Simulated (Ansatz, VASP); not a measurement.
Sc: VASP beside Ansatz

```
Sc
1.0
     3.27411    0.00000    0.00000
    -1.63706    2.83546    0.00000
     0.00000    0.00000    5.12851
Sc
2
Direct
  0.33333 0.66667 0.25000
  0.66667 0.33333 0.75000
```

Alike in both runs: functional PBEsol; k mesh 15 × 15 × 8; occupations fermi-dirac, width 0.15 eV; no spin polarisation.

Ansatz relaxed the structure, and its values are those at the end. VASP's run is a single point on that final structure, the one shown.

|  | VASP | Ansatz |
| --- | --- | --- |
| version | VASP 6.6.1 | Ansatz 0.2.0 |
| potentials or method | VASP PAW PBE potentials, release 64 (Sc_sv), cutoff 520 eV | scalar-relativistic, plane waves, PAW |
| valence electrons in the cell | 22 | 22 |

```tsv
	VASP	Ansatz	Ansatz less VASP
gap on the k mesh at the Fermi level (eV)	none	none	-
pressure (GPa)	0.0	0.0	+0.01
```

VASP's potentials were made for PBE, not for PBEsol, and Ansatz warns of the same on its side. A gap of «none» marks a metal or a gap that the smearing closes.
